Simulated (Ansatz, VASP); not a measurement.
## Two plane-wave programs on B

The input INCAR:

```
ALGO     = Normal         # electronic algorithm
EDIFF    = 1E-7           # SCF threshold, eV
EDIFFG   = -0.04          # ionic threshold
ENCUT    = 500            # plane-wave cutoff, eV
GGA      = PS             # functional
GGA_COMPAT= F            
IBRION   = 2              # ionic algorithm
ISIF     = 3              # what is computed and relaxed
ISMEAR   = 0              # smearing method
LASPH    = T              # aspherical terms in the spheres
LCHARG   = F              # write CHGCAR
LREAL    = F              # projectors in reciprocal space
LWAVE    = F              # write WAVECAR
NELM     = 120            # most SCF steps
NELMIN   = 4            
NSW      = 90             # ionic steps
PREC     = Accurate       # precision mode
SIGMA    = 0.1            # smearing width, eV
```

File KPOINTS:

```
k-points
0
Gamma
  4 4 4
```

File POSCAR:

```
B
1.0
    3.8397621299      0.0000000000      0.0000000000
    0.0000000000      3.8397621299      0.0000000000
    0.0000000000      0.0000000000      3.8397621299
B
8
Direct
    0.5000000000      0.5000000000      0.5000000000
    0.0000000000      0.0000000000      0.0000000000
    0.2500000000      0.0000000000      0.5000000000
    0.5000000000      0.2500000000      0.0000000000
    0.5000000000      0.7500000000      0.0000000000
    0.7500000000      0.0000000000      0.5000000000
    0.0000000000      0.5000000000      0.7500000000
    0.0000000000      0.5000000000      0.2500000000
```

Input for Ansatz:

```yaml
crystal:
  lattice:
    - [3.8397621299, 0.0, 0.0]
    - [0.0, 3.8397621299, 0.0]
    - [0.0, 0.0, 3.8397621299]
  atoms:
    - { symbol: B, position: [0.5, 0.5, 0.5] }
    - { symbol: B, position: [0.0, 0.0, 0.0] }
    - { symbol: B, position: [0.25, 0.0, 0.5] }
    - { symbol: B, position: [0.5, 0.25, 0.0] }
    - { symbol: B, position: [0.5, 0.75, 0.0] }
    - { symbol: B, position: [0.75, 0.0, 0.5] }
    - { symbol: B, position: [0.0, 0.5, 0.75] }
    - { symbol: B, position: [0.0, 0.5, 0.25] }
basis:
  ecutwfc: 420
kpoints:
  mp_grid: { grid: [4, 4, 4] }
hamiltonian:
  xc: pbesol
scf:
  occupations: { method: gaussian, width: 0.1 }
  lower_state_search: "off"
output:
  forces: true
  stress: true
  eigenvalues: true
relax:
  adjacent_minimum: "off"
  f_tol: 0.04
  max_steps: 70
  cell: { stress_tol: 0.4 }
```

Alike in both runs: task relaxation of cell and atoms; functional PBEsol; k mesh 4 × 4 × 4; occupations gaussian, width 0.1 eV; no spin polarisation.

```csv
,VASP,Ansatz
version,VASP 6.6.1,Ansatz 0.2.0
potentials or method,"VASP PAW PBE potentials, release 64 (B), cutoff 500 eV","scalar-relativistic, plane waves, PAW"
valence electrons in the cell,24,24
```

VASP gave:

| Quantity | Value |
| --- | --- |
| gap on the k mesh at the Fermi level, each at its own relaxed structure (eV) | none |
| relaxed volume (Å³/atom) | 6.10 |
| relaxed cell length with the largest relative difference (Å) | 3.655 |

Q: Estimate Ansatz's values.

A: gap on the k mesh at the Fermi level, each at its own relaxed structure (eV): none; relaxed volume (Å³/atom): 6.11; relaxed cell length with the largest relative difference (Å): 3.656.

VASP's potentials were made for PBE, not for PBEsol. A gap of «none» marks a metal or a gap that the smearing closes.

The k mesh is coarse, so the values compare programs but aren't converged.
